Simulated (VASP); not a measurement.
# HfH6 (I4/mmm) in VASP: a series of runs, part 2 of 2

VASP 6.6.1. Earlier steps stand in the parts before.

## 5. Single point, PBE

This run uses another cell than the first one, of 8.73 Å³/atom, 1.034 times its volume.

INCAR reads:

```
PREC = Accurate
ENCUT = 520
EDIFF = 1E-7
ISMEAR = 0
SIGMA = 0.1
LREAL = F
LASPH = T
NELM = 80
ALGO = Normal
ISIF = 2
LWAVE = F
LCHARG = F
GGA = PE
NBANDS = 17
```

KPOINTS reads:

```
regular mesh
0
Gamma
  12 12 12
```

POSCAR reads:

```
HfH6
1.0
   -2.9025379224      2.9025379224      1.8128822281
    2.9025379224     -2.9025379224      1.8128822281
    2.9025379224      2.9025379224     -1.8128822281
Hf H
1 6
Direct
    0.0000000000      0.0000000000      0.0000000000
    0.0000000000      0.3365627889      0.3365627889
    0.0000000000      0.6634372111      0.6634372111
    0.3365627889      0.0000000000      0.3365627889
    0.6634372111      0.0000000000      0.6634372111
    0.5000000000      0.0000000000      0.5000000000
    0.0000000000      0.5000000000      0.5000000000
```

Potentials or basis: VASP PAW PBE potentials, release 64 (Hf_pv, H).

Command:

```bash
> cat potpaw_PBE.64/Hf_pv/POTCAR potpaw_PBE.64/H/POTCAR > POTCAR
> mpirun -np 1 vasp_std > vasp.out
```

OUTCAR:

```text
PREC = Accurate
   ENCUT = 520
   EDIFF = 1E-7
   ISMEAR = 0
   LREAL = F
   LASPH = T
   NELM = 80
   ISIF = 2
   GGA = PE

 ion  position               nearest neighbor table
   1  0.000  0.000  0.000-   2 1.95   3 1.95   4 1.95   5 1.95
   2  0.000  0.337  0.337-   1 1.95
   3  0.000  0.663  0.663-   1 1.95
   4  0.337  0.000  0.337-   1 1.95
   5  0.663  0.000  0.663-   1 1.95
   6  0.500  0.000  0.500-
   7  0.000  0.500  0.500-

  LATTYP: Found a body centered tetragonal cell.
 ALAT       =     5.8050758448
 C/A-ratio  =     0.6245851998

  Lattice vectors:

 A1 = (  -2.9025379224,   2.9025379224,   1.8128822281)
 A2 = (   2.9025379224,  -2.9025379224,   1.8128822281)
 A3 = (   2.9025379224,   2.9025379224,  -1.8128822281)

Analysis of symmetry for initial positions (statically):
=====================================================================
 Subroutine PRICEL returns:
 Original cell was already a primitive cell.

 Routine SETGRP: Setting up the symmetry group for a
[... 184 lines left out ...]
 Fermi energy:         1.5176184692

 k-point     1 :       0.0000    0.0000    0.0000
  band No.  band energies     occupation
      1     -30.5168      2.00000
      2     -30.5168      2.00000
      3     -30.3500      2.00000
      4      -9.8996      2.00000
      5      -4.0478      2.00000
      6      -0.4229      2.00000
[... 457 lines left out ...]
      4      -8.8671      2.00000
      5      -4.9327      2.00000
      6      -2.9674      2.00000
[... 9 lines left out ...]
     16      10.2677      0.00000
     17      10.6633      0.00000

 [... further k-points ...]

------------------------ aborting loop because EDIFF is reached ----------------------------------------

  FORCE on cell =-STRESS in cart. coord.  units (eV):
  Direction    XX          YY          ZZ          XY          YZ          ZX
  --------------------------------------------------------------------------------------
  -------------------------------------------------------------------------------------
  Total       -0.1600675     -0.1600675     -0.0905885      0.0000000      0.0000000      0.0000000
  in kB       -4.1978629     -4.1978629     -2.3757374      0.0000000      0.0000000      0.0000000
  external PRESSURE =      -3.5904877 kB  Pullay stress =       0.0000000 kB

 VOLUME and BASIS-vectors are now :
 -----------------------------------------------------------------------------
  energy-cutoff  :      520.00
  volume of cell :       61.09
      direct lattice vectors                 reciprocal lattice vectors
    -2.902537922  2.902537922  1.812882228     0.000000000  0.172263038  0.275803906
     2.902537922 -2.902537922  1.812882228     0.172263038  0.000000000  0.275803906
     2.902537922  2.902537922 -1.812882228     0.172263038  0.172263038  0.000000000

 POSITION                                       TOTAL-FORCE (eV/Angst)
 -----------------------------------------------------------------------------------
      0.00000      0.00000      0.00000         0.000000     -0.000000     -0.000000
      1.95377      0.00000      0.00000        -0.007420     -0.000000     -0.000000
      3.85130      0.00000      0.00000         0.007420      0.000000      0.000000
      0.00000      1.95377      0.00000         0.000000     -0.007420     -0.000000
      0.00000      3.85130      0.00000         0.000000      0.007420      0.000000
      0.00000      2.90254      0.00000         0.000000      0.000000      0.000000
      2.90254      0.00000      0.00000         0.000000     -0.000000     -0.000000
 -----------------------------------------------------------------------------------
    total drift:                                0.000000     -0.000000     -0.000000

  FREE ENERGIE OF THE ION-ELECTRON SYSTEM (eV)
  ---------------------------------------------------
  free  energy   TOTEN  =       -26.2694056368 eV

  energy  without entropy=      -26.2628700599  energy(sigma->0) =      -26.26613785
```

OSZICAR:

```text
N       E                     dE             d eps       ncg     rms          rms(c)
DAV:   1     0.240067625419E+02    0.24007E+02   -0.74385E+03  5542   0.811E+02
DAV:   2    -0.269862431539E+02   -0.50993E+02   -0.47757E+02  7473   0.178E+02
DAV:   3    -0.289994434889E+02   -0.20132E+01   -0.19981E+01  6828   0.263E+01
DAV:   4    -0.290148882194E+02   -0.15445E-01   -0.15440E-01  7083   0.276E+00
DAV:   5    -0.290150824101E+02   -0.19419E-03   -0.19418E-03  6885   0.274E-01    0.308E+01
DAV:   6    -0.265272031323E+02    0.24879E+01   -0.18638E+00  6099   0.828E+00    0.232E+01
DAV:   7    -0.263150047565E+02    0.21220E+00   -0.10604E+00  6802   0.619E+00    0.897E+00
DAV:   8    -0.262789092458E+02    0.36096E-01   -0.25971E-01  6043   0.316E+00    0.658E-01
DAV:   9    -0.262693836784E+02    0.95256E-02   -0.20995E-02  6116   0.106E+00    0.265E-01
DAV:  10    -0.262693497934E+02    0.33885E-04   -0.24179E-03  7062   0.286E-01    0.475E-01
DAV:  11    -0.262694075112E+02   -0.57718E-04   -0.52781E-05  6901   0.422E-02    0.112E-01
DAV:  12    -0.262694058686E+02    0.16427E-05   -0.24470E-05  6389   0.325E-02    0.140E-02
DAV:  13    -0.262694057594E+02    0.10920E-06   -0.30892E-06  6505   0.111E-02    0.100E-02
DAV:  14    -0.262694056337E+02    0.12561E-06   -0.33882E-07  6824   0.358E-03    0.881E-04
DAV:  15    -0.262694056368E+02   -0.30522E-08   -0.35043E-08  3151   0.116E-03
   1 F= -.26269406E+02 E0= -.26266138E+02  d E =-.653558E-02
```

stdout:

```text
POSCAR found type information on POSCAR HfH
 POSCAR found :  2 types and       7 ions
 scaLAPACK will be used
 LDA part: xc-table for (Slater+PW92), standard interpolation
 POSCAR, INCAR and KPOINTS ok, starting setup
 FFT: planning ... GRIDC
 FFT: planning ... GRID_SOFT
 FFT: planning ... GRID
 WAVECAR not read
 entering main loop
```

Run time: 76 s. Hardware: 1 thread of Intel Xeon 6975P-C (Granite Rapids), shared host; peak memory 0.31 GiB.

Results:

```
Free energy            : -26.2694 eV
Pressure               : -0.4 GPa
Largest force          : 0.007 eV/Å
Band gap on the k mesh : zero (band 8 reaches 1.99 eV, above the bottom of band 9 at 1.03 eV)
```

Forces in eV/Å, atoms in the order of the input:
```
Hf   0.000  0.000  0.000
H   -0.007  0.000  0.000
H    0.007  0.000  0.000
H    0.000 -0.007  0.000
H    0.000  0.007  0.000
H    0.000  0.000  0.000
H    0.000  0.000  0.000
```

Caveat: spin-orbit coupling is left out, which moves the levels of the heavy elements.

## 6. The runs side by side

| task | cell | k mesh | cutoff (eV) | gap on the mesh (eV) | pressure (GPa) | largest force (eV/Å) |
| --- | --- | --- | --- | --- | --- | --- |
| single point | a = 4.250 Å, angles 109.1, 109.1, 110.3°, 7 atoms | 6 × 6 × 6 | 520 | none | 44.8 | 9.84 |
| single point | a = 4.478 Å, angles 99.4, 99.4, 132.3°, 7 atoms | 6 × 6 × 6 | 520 | none | -0.3 | 0.01 |
| relaxation of cell and atoms | relaxed from a = 4.250 Å, angles 109.1, 109.1, 110.3°, 7 atoms | 6 × 6 × 6 | 600 | none | -0.3 | 0.01 |
| single point | a = 4.487 Å, angles 99.4, 99.4, 132.3°, 7 atoms | 12 × 12 × 12 | 520 | none | -0.4 | 0.01 |

Alike in all rows: level PBE; potentials or basis VASP PAW PBE potentials, release 64 (Hf_pv, H); no spin polarisation; smearing gaussian 0.1 eV.

Caveats: spin-orbit coupling is left out, which moves the levels of the heavy elements; forces of over 1 eV/Å act on the atoms, so gaps and moduli don't describe the material at rest (some runs).

Absolute energies hang on the potentials; compare differences alone.
